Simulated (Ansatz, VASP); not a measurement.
**Two plane-wave programs on AlAs**

```xyz
2
Lattice="0.0000 2.9123 2.9123 2.9123 0.0000 2.9123 2.9123 2.9123 0.0000" Properties=species:S:1:pos:R:3 pbc="T T T"
Al    0.0000    0.0000    0.0000
As    4.3684    4.3684    4.3684
```

Alike in both runs: task single point; functional PBE; k mesh 8 × 8 × 8; occupations gaussian, width 0.02 eV; no spin polarisation.

|  | VASP | Ansatz |
| --- | --- | --- |
| version | VASP 6.6.1 | Ansatz 0.2.0 |
| potentials or method | VASP PAW PBE potentials, release 64 (Al, As), cutoff 500 eV | scalar-relativistic, plane waves, PAW |
| valence electrons in the cell | 8 | 18 |

|  | VASP | Ansatz | Ansatz less VASP |
| --- | --- | --- | --- |
| gap on the k mesh at the Fermi level (eV) | 1.40 | 1.40 | -0.004 |
| least direct gap on the mesh (eV) | 1.40 | 1.40 | -0.004 |
| pressure (GPa) | -2.9 | -3.0 | -0.12 |

The functional is the same, so the differences come from potentials, cutoffs and numerics. VASP's potentials hold 8 valence electrons a cell and Ansatz's 18, so a difference there can come from the potentials and not from the codes.
